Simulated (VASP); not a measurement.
The system is Si2Mo.

```
Si Mo
1.0
     5.34295    0.00000    0.00000
     0.00000    5.34295    0.00000
     0.00000    0.00000    5.34295
Si Mo
4 2
Direct
  0.25000 0.25000 0.75000
  0.75000 0.25000 0.25000
  0.25000 0.75000 0.25000
  0.75000 0.75000 0.75000
  0.50000 0.50000 0.50000
  0.00000 0.00000 0.00000
```

* Program: VASP 6.6.1
* Task: relaxation of cell and atoms
* Functional: r2SCAN
* Dispersion: rVV10
* Potentials or basis: VASP PAW PBE potentials, release 64 (Si, Mo_sv)
* Cutoff: 600 eV
* k mesh: 4 × 4 × 4
* Occupations: fermi-dirac, width 0.03 eV
* Spin: no spin polarisation

At the start: pressure 1.4 GPa; volume 25.42 Å³/atom.

Question: How do energy, volume and symmetry change on relaxing?

Answer: Over 3 steps the energy falls by 2.1 meV/atom and the volume is 25.89 Å³/atom (+1.9 %); space group Pn-3m (No. 224, to 0.1 Å) before and after.

The path:
```
step  energy change (eV)  largest force (eV/Å)  pressure (GPa)  volume (Å³)
   1              0.0000                0.0000            1.44       152.53
   2             -0.0050                0.0000           -1.05       157.62
   3             -0.0125                0.0000            0.00       155.36
```

Final structure:
```
CELL_PARAMETERS angstrom
5.37587 0.00000 0.00000
0.00000 5.37587 0.00000
0.00000 0.00000 5.37587
ATOMIC_POSITIONS crystal
Si 0.25000 0.25000 0.75000
Si 0.75000 0.25000 0.25000
Si 0.25000 0.75000 0.25000
Si 0.75000 0.75000 0.75000
Mo 0.50000 0.50000 0.50000
Mo 0.00000 0.00000 0.00000
```

Caveat: the PAW data sets were made with another functional, which shifts forces and pressure a little.
